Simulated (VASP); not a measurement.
# Ta in VASP: further runs

Ta is run at these levels: PBE; tasks: single point.

All numbers are computed with VASP 6.6.1; they aren't measurements. Logs are shortened: lines on timing, memory, paths and dates and some standing lists are left out, and cuts for length are marked.

## 1. The cell of the first run

It takes space group Im-3m (No. 229, cubic). Conventional cell: a = 3.435 Å, b = 3.435 Å, c = 3.435 Å, α = 90.00°, β = 90.00°, γ = 90.00°. Ta (site symmetry m-3m) has 14 Ta at 2.97 to 3.43 Å within 3.9 Å.

## 2. Single point, PBE (strain +0.040 along x and y, +0.040 along z)

The input, INCAR:

```
PREC = Accurate
ENCUT = 520
EDIFF = 1E-6
ISMEAR = 0
SIGMA = 0.15
LREAL = F
LASPH = T
NELM = 100
ALGO = Fast
ISIF = 2
LWAVE = F
LCHARG = F
GGA = PE
NBANDS = 12
```

The input, KPOINTS:

```
Automatic mesh
0
Gamma
  20 20 20
```

The input, POSCAR:

```
Ta
1.0
   -1.7173312000      1.7173312000      1.7173312000
    1.7173312000     -1.7173312000      1.7173312000
    1.7173312000      1.7173312000     -1.7173312000
Ta
1
Direct
    0.0000000000      0.0000000000      0.0000000000
```

Potentials or basis: VASP PAW PBE potentials, release 64 (Ta_pv).

Command:

```console
$ cat potpaw_PBE.64/Ta_pv/POTCAR > POTCAR
$ mpirun -np 1 vasp_std > vasp.out
```

OUTCAR:

```text
PREC = Accurate
   ENCUT = 520
   EDIFF = 1E-6
   ISMEAR = 0
   LREAL = F
   LASPH = T
   NELM = 100
   ISIF = 2
   GGA = PE

 ion  position               nearest neighbor table
   1  0.000  0.000  0.000-

  LATTYP: Found a body centered cubic cell.
 ALAT       =     3.4346624000

  Lattice vectors:

 A1 = (  -1.7173312000,   1.7173312000,   1.7173312000)
 A2 = (   1.7173312000,  -1.7173312000,   1.7173312000)
 A3 = (   1.7173312000,   1.7173312000,  -1.7173312000)

Analysis of symmetry for initial positions (statically):
=====================================================================
 Subroutine PRICEL returns:
 Original cell was already a primitive cell.

 Routine SETGRP: Setting up the symmetry group for a
 body centered cubic supercell.

 Subroutine GETGRP returns: Found 48 space group operations
 (whereof 48 operations were pure point group operations)
 out of a pool of 48 trial point group operations.

The static configuration has the point symmetry O_h .

Analysis of symmetry for dynamics (positions and initial velocities):
=====================================================================
 Subroutine PRICEL returns:
 Original cell was already a primitive cell.

 Routine SETGRP: Setting up the symmetry group for a
 body centered cubic supercell.

 Subroutine GETGRP returns: Found 48 space group operations
 (whereof 48 operations were pure point group operations)
 out of a pool of 48 trial point group operations.

The dynamic configuration has the point symmetry O_h .

 Subroutine INISYM returns: Found 48 space group operations
 (whereof 48 operations are pure point group operations),
 and found     1 'primitive' translations

----------------------------------------------------------------------------------------

                                     Primitive cell

  volume of cell :      20.2592

  direct lattice vectors                    reciprocal lattice vectors
    -1.717331200  1.717331200  1.717331200     0.000000000  0.291149430  0.291149430
     1.717331200 -1.717331200  1.717331200     0.291149430  0.000000000  0.291149430
     1.717331200  1.717331200 -1.717331200     0.291149430  0.291149430  0.000000000

  length of vectors
     2.974504892  2.974504892  2.974504892     0.411747473  0.411747473  0.411747473

  position of ions in fractional coordinates (direct lattice)
     0.000000000  0.000000000  0.000000000

  ion indices of the primitive-cell ions
   primitive index   ion index
                 1           1

----------------------------------------------------------------------------------------

 KPOINTS: Automatic mesh

Automatic generation of k-mesh.
 Grid dimensions read from file:
 generate k-points for:   20   20   20

 Generating k-lattice:

  Cartesian coordinates                     Fractional coordinates (reciprocal lattice)
     0.000000000  0.014557471  0.014557471     0.050000000  0.000000000  0.000000000
     0.014557471  0.000000000  0.014557471     0.000000000  0.050000000  0.000000000
     0.014557471  0.014557471  0.000000000     0.000000000  0.000000000  0.050000000

  Length of vectors
     0.020587374  0.020587374  0.020587374

  Shift w.r.t. Gamma in fractional coordinates (k-lattice)
     0.000000000  0.000000000  0.000000000

 Subroutine IBZKPT returns following result:
 ===========================================

 Found    256 irreducible k-points:

 Following reciprocal coordinates:
            Coordinates               Weight
  0.000000  0.000000  0.000000      1.000000
  0.050000  0.000000  0.000000     12.000000
  0.100000  0.000000  0.000000     12.000000
  0.150000  0.000000  0.000000     12.000000
  0.200000  0.000000  0.000000     12.000000
  0.250000  0.000000  0.000000     12.000000
[... 16 lines left out ...]
  0.200000  0.100000  0.000000     48.000000
  0.250000  0.100000  0.000000     48.000000
 [... further k-points ...]
   k-points           NKPTS =    256   k-points in BZ     NKDIM =    256   number of bands    NBANDS=     12
   number of dos      NEDOS =    301   number of ions     NIONS =      1
   total plane-waves  NPLWV =  13824
   dimension x,y,z NGX =    24 NGY =   24 NGZ =   24
   dimension x,y,z NGXF=    48 NGYF=   48 NGZF=   48
   ions per type =               1
   NGX,Y,Z   is equivalent  to a cutoff of  13.41, 13.41, 13.41 a.u.
   NGXF,Y,Z  is equivalent  to a cutoff of  26.83, 26.83, 26.83 a.u.
 SYSTEM =  unknown system
   PREC   = accura    normal or accurate (medium, high low for compatibility)
   ISTART =      0    job   : 0-new  1-cont  2-samecut
   ICHARG =      2    charge: 1-file 2-atom 10-const
   ISPIN  =      1    spin polarized calculation?
   LNONCOLLINEAR =      F non collinear calculations
   LSORBIT =      F    spin-orbit coupling
   LASPH  =      T    aspherical Exc in radial PAW
   ENCUT  =  520.0 eV  38.22 Ry    6.18 a.u.   5.53  5.53  5.53*2*pi/ulx,y,z
   NELM   =    100;   NELMIN=  2; NELMDL= -5     # of ELM steps
   EDIFF  = 0.1E-05   stopping-criterion for ELM
   LREAL  =      F    real-space projection
   EDIFFG = 0.1E-04   stopping-criterion for IOM
   NSW    =      0    number of steps for IOM
   IBRION =     -1    ionic relax: 0-MD 1-quasi-New 2-CG
   NFREE  =      0    steps in history (QN), initial steepest desc. (CG)
   ISIF   =      2    stress and relaxation
   ISYM   =      2    0-nonsym 1-usesym 2-fastsym
   POTIM  = 0.5000    time-step for ionic-motion
   TEBEG  =    0.0;   TEEND  =   0.0 temperature during run
   PSTRESS=    0.0 pullay stress
   NELECT =      11.0000    total number of electrons
   NUPDOWN=      -1.0000    fix difference up-down
   EMIN   =  10.00;   EMAX   =-10.00  energy-range for DOS
   EFERMI =   0.00;   METHOD = LEGACY
   ISMEAR =     0;   SIGMA  =   0.15  broadening in eV -4-tet -1-fermi 0-gaus
   EFERMI_NEDOS =   21; number of points for ismear=-14 and -15
   IALGO  =     68    algorithm
   IMIX   =      4    mixing-type and parameters
     AMIX     =   0.40;   BMIX     =  1.00
     AMIX_MAG =   1.60;   BMIX_MAG =  1.00
  volume/ion in A,a.u.               =      20.26       136.72
  Fermi-wavevector in a.u.,A,eV,Ry     =   1.335565  2.523852 24.269170  1.783734
  Thomas-Fermi vector in A             =   2.464259
   LORBIT       =      0    0 simple, 1 ext, 2 COOP (PROOUT), +10 PAW based schemes
   GGA     = PE    functional components
   LHFCALC =     F    Hartree Fock is set to
   AEXX    =    0.0000 exact exchange contribution
   IVDW    =     0    specifies the selected vdW correction
   LEPSILON=     F    determine dielectric tensor
   LRPA    =     F    only Hartree local field effects (RPA)
 non-spin polarized calculation
 RMM-DIIS sequential band-by-band and
 Gauss-broadening in eV      SIGMA  =   0.15
  energy-cutoff  :      520.00
  volume of cell :       20.26
 maximum number of plane-waves:       563
 NGX is ok and might be reduce to    24
   NGX = 11   NGY = 11   NGZ = 11

 number of electron      11.0000003 magnetization

 Free energy of the ion-electron system (eV)
  ---------------------------------------------------
  ext. energy  EPLUGINS =         0.00000000
  ---------------------------------------------------
  free energy    TOTEN  =       -11.71178889 eV

  energy without entropy =      -11.69497609  energy(sigma->0) =      -11.70338249

 E-fermi :   4.5816     XC(G=0): -12.0294

 val. band max:        4.5801019988   @ k =  -0.2000   0.2000   0.0500
 cond. band min:       4.5843668971   @ k =  -0.2500   0.3000   0.1000
 fundamental gap:      0.0042648983
 Fermi energy:         4.5816285532

 k-point     1 :       0.0000    0.0000    0.0000
  band No.  band energies     occupation
      1     -28.9636      2.00000
      2     -28.9636      2.00000
      3     -28.9636      2.00000
      4      -2.8779      2.00000
      5       5.2861      0.00000
      6       5.2861      0.00000
      7       5.2861      0.00000
      8       8.1579      0.00000
      9       8.1579      0.00000
     10      19.0344      0.00000
     11      19.0344      0.00000
     12      19.0344      0.00000

 k-point     2 :       0.0500    0.0000    0.0000
  band No.  band energies     occupation
      1     -28.9842      2.00000
      2     -28.9701      2.00000
      3     -28.9636      2.00000
      4      -2.7805      2.00000
      5       5.2245      0.00000
      6       5.2694      0.00000
      7       5.3799      0.00000
      8       8.0595      0.00000
      9       8.1589      0.00000
     10      19.1181      0.00000
     11      19.2063      0.00000
     12      19.2697      0.00000

 k-point     3 :       0.1000    0.0000    0.0000
  band No.  band energies     occupation
      1     -29.0435      2.00000
      2     -28.9891      2.00000
      3     -28.9638      2.00000
      4      -2.4948      2.00000
      5       5.0514      0.00001
      6       5.2015      0.00000
      7       5.6590      0.00000
      8       7.8331      0.00000
      9       8.1654      0.00000
     10      19.3300      0.00000
     11      19.7088      0.00000
     12      19.8759      0.00000
[... 286 lines left out ...]
 k-point    23 :       0.2000    0.1000    0.0000
  band No.  band energies     occupation
      1     -29.3941      2.00000
      2     -29.0971      2.00000
      3     -28.9912      2.00000
      4      -0.5610      2.00000
      5       4.1707      1.99989
      6       4.3444      1.97466
      7       7.3763      0.00000
      8       7.8828      0.00000
      9       8.5477      0.00000
     10      18.7762      0.00000
     11      18.9052      0.00000
     12      19.8819      0.00000

 k-point    24 :       0.2500    0.1000    0.0000
  band No.  band energies     occupation
      1     -29.4998      2.00000
      2     -29.1432      2.00000
      3     -28.9927      2.00000
      4       0.0675      2.00000
      5       3.8957      2.00000
      6       4.2184      1.99938
      7       7.5362      0.00000
      8       8.6439      0.00000
      9       8.7850      0.00000
     10      17.6598      0.00000
     11      18.8165      0.00000
     12      18.9264      0.00000

 [... further k-points ...]

------------------------ aborting loop because EDIFF is reached ----------------------------------------

  FORCE on cell =-STRESS in cart. coord.  units (eV):
  Direction    XX          YY          ZZ          XY          YZ          ZX
  --------------------------------------------------------------------------------------
  -------------------------------------------------------------------------------------
  Total       -2.0805125     -2.0805125     -2.0805125     -0.0000000     -0.0000000      0.0000000
  in kB     -164.5351670   -164.5351670   -164.5351670     -0.0000000     -0.0000000      0.0000000
  external PRESSURE =    -164.5351670 kB  Pullay stress =       0.0000000 kB

 VOLUME and BASIS-vectors are now :
 -----------------------------------------------------------------------------
  energy-cutoff  :      520.00
  volume of cell :       20.26
      direct lattice vectors                 reciprocal lattice vectors
    -1.717331200  1.717331200  1.717331200     0.000000000  0.291149430  0.291149430
     1.717331200 -1.717331200  1.717331200     0.291149430  0.000000000  0.291149430
     1.717331200  1.717331200 -1.717331200     0.291149430  0.291149430  0.000000000

 POSITION                                       TOTAL-FORCE (eV/Angst)
 -----------------------------------------------------------------------------------
      0.00000      0.00000      0.00000         0.000000      0.000000     -0.000000
 -----------------------------------------------------------------------------------
    total drift:                                0.000000      0.000000      0.000000

  FREE ENERGIE OF THE ION-ELECTRON SYSTEM (eV)
  ---------------------------------------------------
  free  energy   TOTEN  =       -11.7117888878 eV

  energy  without entropy=      -11.6949760875  energy(sigma->0) =      -11.70338249
```

Wall time 35 s (1 thread of Intel Xeon Platinum 8559C (Emerald Rapids), shared host); peak memory 0.18 GiB.

Results:

```
Free energy            : -11.7118 eV
Pressure               : -16.5 GPa
Band gap on the k mesh : zero (an odd number of electrons rules out a gap without spin polarisation)
```

Caveat: the cell differs from its parent crystal (strain +0.040 along x and y, +0.040 along z); the cell stands under tension; spin-orbit coupling is left out, which moves the levels of the heavy elements.

## 3. Single point, PBE (strain +0.080 along x and y, +0.080 along z)

The input, INCAR:

```
  PREC = Accurate
  ENCUT = 520
  EDIFF = 1E-6
  ISMEAR = 0
  SIGMA = 0.15
  LREAL = F
  LASPH = T
  NELM = 100
  ALGO = Normal
  ISIF = 2
  LWAVE = F
  LCHARG = F
  GGA = PE
  NBANDS = 12
```

The input, KPOINTS:

```
regular mesh
0
Gamma
  20 20 20
```

The input, POSCAR:

```
Ta
1.0
   -1.7833824000      1.7833824000      1.7833824000
    1.7833824000     -1.7833824000      1.7833824000
    1.7833824000      1.7833824000     -1.7833824000
Ta
1
Direct
    0.0000000000      0.0000000000      0.0000000000
```

Potentials or basis: VASP PAW PBE potentials, release 64 (Ta_pv).

Command:

```console
$ cat potpaw_PBE.64/Ta_pv/POTCAR > POTCAR
$ mpirun -np 1 vasp_std > vasp.out
```

It took 29 s on 1 thread of Intel Xeon Platinum 8559C (Emerald Rapids), shared host; peak memory 0.19 GiB.

Results (log left out):

| Property | Result |
| --- | --- |
| Free energy | -11.3680 eV |
| Pressure | -27.7 GPa |
| Band gap on the k mesh | zero (an odd number of electrons rules out a gap without spin polarisation) |

Levels at points of the mesh, in eV from the Fermi level:
```tsv
k point	band 2	band 3	band 4	band 5	band 6	band 7	band 8	band 9	band 10	band 11
(0.00, 0.00, 0.00)	-33.98	-33.98	-7.01	0.64	0.64	0.64	3.16	3.16	13.92	13.92
(0.50, 0.00, 0.00)	-34.16	-33.98	-3.50	-1.03	0.82	2.94	3.72	5.72	8.39	10.88
(0.50, 0.50, 0.50)	-34.37	-34.37	-2.66	-2.66	5.08	5.08	5.08	6.83	6.83	6.83
```

Caveat: the cell differs from its parent crystal (strain +0.080 along x and y, +0.080 along z); the cell stands under tension; spin-orbit coupling is left out, which moves the levels of the heavy elements.

## 4. Single point, PBE (strain +0.040 along x and y, +0.000 along z)

The input, INCAR:

```
SYSTEM = Ta
  ALGO = Fast
  EDIFF = 1E-6
  ENCUT = 520
  GGA = PE
  ISIF = 2
  ISMEAR = 0
  LASPH = .TRUE.
  LCHARG = .FALSE.
  LREAL = .FALSE.
  LWAVE = .FALSE.
  NBANDS = 12
  NELM = 60
  PREC = Accurate
  SIGMA = 0.15
```

The input, KPOINTS:

```
k-points
0
G
  20 20 20
  0 0 0
```

The input, POSCAR:

```
Ta
1.0
   -1.7173312000      1.7173312000      1.6512800000
    1.7173312000     -1.7173312000      1.6512800000
    1.7173312000      1.7173312000     -1.6512800000
Ta
1
Direct
    0.0000000000      0.0000000000      0.0000000000
```

Command:

```console
$ cat potpaw_PBE.64/Ta_pv/POTCAR > POTCAR
$ mpirun -np 1 vasp_std > vasp.out
```

It took 76 s on 1 thread of Intel Xeon Platinum 8559C (Emerald Rapids), shared host; peak memory 0.26 GiB.

Results (log left out):

```yaml
Free_energy: -11.7733 eV
Pressure: -10.8 GPa
Band_gap_on_the_k_mesh: zero (an odd number of electrons rules out a gap without spin polarisation)
```

Stress tensor (GPa, compression positive):
```
-11.84   0.00   0.00
  0.00 -11.84   0.00
  0.00   0.00  -8.63
```

Levels at points of the mesh, in eV from the Fermi level:
| k point | band 3 | band 4 | band 5 | band 6 | band 7 | band 8 | band 9 | band 10 |
| --- | --- | --- | --- | --- | --- | --- | --- | --- |
| (0.00, 0.00, 0.00) | -33.39 | -7.62 | 0.42 | 0.88 | 0.88 | 3.39 | 4.01 | 14.42 |
| (0.50, 0.00, 0.00) | -33.41 | -4.04 | -1.49 | 1.35 | 3.65 | 4.70 | 7.05 | 10.57 |
| (0.50, 0.50, 0.00) | -33.38 | -4.08 | -1.01 | 1.09 | 3.15 | 4.29 | 6.97 | 10.35 |
| (0.50, 0.50, 0.50) | -33.98 | -3.42 | -3.32 | 6.16 | 6.16 | 6.30 | 7.64 | 7.64 |

Caveat: the cell differs from its parent crystal (strain +0.040 along x and y, +0.000 along z); the cell stands under tension; spin-orbit coupling is left out, which moves the levels of the heavy elements.

## 5. Single point, PBE (strain +0.040 along x and y, +0.080 along z)

The input, INCAR:

```
  ALGO = Fast
  EDIFF = 1E-7
  ENCUT = 520
  GGA = PE
  ISIF = 2
  ISMEAR = 0
  LASPH = True
  LCHARG = True
  LELF = True
  LREAL = False
  LVHAR = True
  LWAVE = False
  NBANDS = 12
  NELM = 100
  PREC = Accurate
  SIGMA = 0.15
```

The input, KPOINTS:

```
k-points
0
Gamma
  20 20 20
```

The input, POSCAR:

```
Ta
1.0
   -1.7173312000      1.7173312000      1.7833824000
    1.7173312000     -1.7173312000      1.7833824000
    1.7173312000      1.7173312000     -1.7833824000
Ta
1
Direct
    0.0000000000      0.0000000000      0.0000000000
```

Command:

```console
$ cat potpaw_PBE.64/Ta_pv/POTCAR > POTCAR
$ mpirun -np 1 vasp_std > vasp.out
```

It took 2.1 min on 1 thread of Intel Xeon Platinum 8559C (Emerald Rapids), shared host; peak memory 0.27 GiB.

Results (log left out):

```
Free energy            : -11.6168 eV
Pressure               : -20.8 GPa
Band gap on the k mesh : zero (an odd number of electrons rules out a gap without spin polarisation)
```

Stress tensor (GPa, compression positive):
```
-20.02   0.00   0.00
  0.00 -20.02   0.00
  0.00   0.00 -22.40
```

Levels at points of the mesh, in eV from the Fermi level:
```csv
k point,band 3,band 4,band 5,band 6,band 7,band 8,band 9,band 10
"(0.00, 0.00, 0.00)",-33.70,-7.32,0.56,0.56,0.95,3.16,3.67,13.88
"(0.50, 0.00, 0.00)",-33.70,-3.78,-1.03,0.93,3.00,4.08,6.31,9.32
"(0.50, 0.50, 0.00)",-33.71,-3.73,-1.43,1.16,3.58,4.26,6.40,9.52
"(0.50, 0.50, 0.50)",-34.17,-3.04,-2.95,5.53,5.66,5.66,6.75,7.67
```

Caveat: the cell differs from its parent crystal (strain +0.040 along x and y, +0.080 along z); the cell stands under tension; spin-orbit coupling is left out, which moves the levels of the heavy elements.

(Continued in part 2 of 2.)
